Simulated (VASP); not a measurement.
# Fe3N2: single point with PBE

Crystal: Fe3N2.

```
Fe N
1.0
     2.94212    0.00000    0.00000
    -1.47106    2.54795    0.00000
     0.00000    0.00000    6.23870
Fe N
3 2
Direct
  0.00000 0.00000 0.00000
  0.33333 0.66667 0.66959
  0.66667 0.33333 0.33041
  0.33333 0.66667 0.22546
  0.66667 0.33333 0.77454
```

| Quantity | Value |
| --- | --- |
| Program | VASP 6.6.1 |
| Task | single point |
| Functional | PBE |
| Potentials or basis | VASP PAW PBE potentials, release 64 (Fe, N) |
| Cutoff | 520 eV |
| k mesh | 6 × 6 × 4 |
| Occupations | gaussian, width 0.1 eV |
| Spin | collinear spin, ferrimagnetic start |
| Starting moments | [2.9, -0.8, -0.8, 0.0, 0.0] μB |
| Dipole correction | no |
| Further INCAR settings | ALGO = Normal; EDIFF = 1e-06; NBANDS = 29 |

The pressure is 1.7 GPa. The largest force is 0.132 eV/Å and the net moment is 3.07 μB per cell. The site moments are Fe +2.82, +0.09; N +0.04 μB and the valence electrons inside the program's atomic spheres are Fe 7.02, 7.70; N 3.70.

Forces on the atoms (eV/Å):
```
Fe   0.000  0.000  0.000
Fe   0.000  0.000 -0.132
Fe   0.000  0.000  0.132
N    0.000  0.000 -0.100
N    0.000  0.000  0.100
```

Stress tensor (GPa, compression positive):
```
2.26 0.00 0.00
0.00 2.26 0.00
0.00 0.00 0.53
```

Levels at points of the mesh, in eV from the Fermi level:
Spin up:
| k point | band 16 | band 17 | band 18 | band 19 | band 20 | band 21 |
| --- | --- | --- | --- | --- | --- | --- |
| (0.00, 0.00, 0.00) | -1.43 | -0.99 | -0.99 | 1.13 | 1.64 | 2.54 |
| (0.50, 0.00, 0.00) | -0.83 | -0.65 | -0.51 | -0.43 | 0.24 | 0.48 |
| (0.00, 0.00, 0.50) | -1.81 | -0.66 | -0.66 | 0.98 | 2.76 | 2.80 |
| (0.50, 0.00, 0.50) | -0.82 | -0.78 | -0.50 | -0.26 | -0.07 | 0.66 |
Spin down:
```tsv
k point	band 12	band 13	band 14	band 15	band 16	band 17	band 18	band 19	band 20	band 21
(0.00, 0.00, 0.00)	-0.98	-0.80	-0.80	-0.55	-0.55	0.32	0.32	1.12	1.85	2.59
(0.50, 0.00, 0.00)	-1.19	-0.89	-0.75	-0.41	0.26	0.37	0.50	0.57	0.82	1.11
(0.00, 0.00, 0.50)	-1.49	-1.49	-1.18	-0.59	-0.59	0.56	0.56	1.20	2.77	2.85
(0.50, 0.00, 0.50)	-1.27	-0.76	-0.60	-0.50	-0.36	0.02	0.62	0.65	1.31	1.57
```

Run time: 77 s on 1 thread of Intel(R) Xeon(R) Platinum 8488C (Sapphire Rapids) (shared host), peak memory 0.21 GiB.

Caveat: the k points lie up to 0.41 Å⁻¹ apart. With open d or f shells a metallic result of PBE can be an artefact of self-interaction; +U or a hybrid may open a gap.
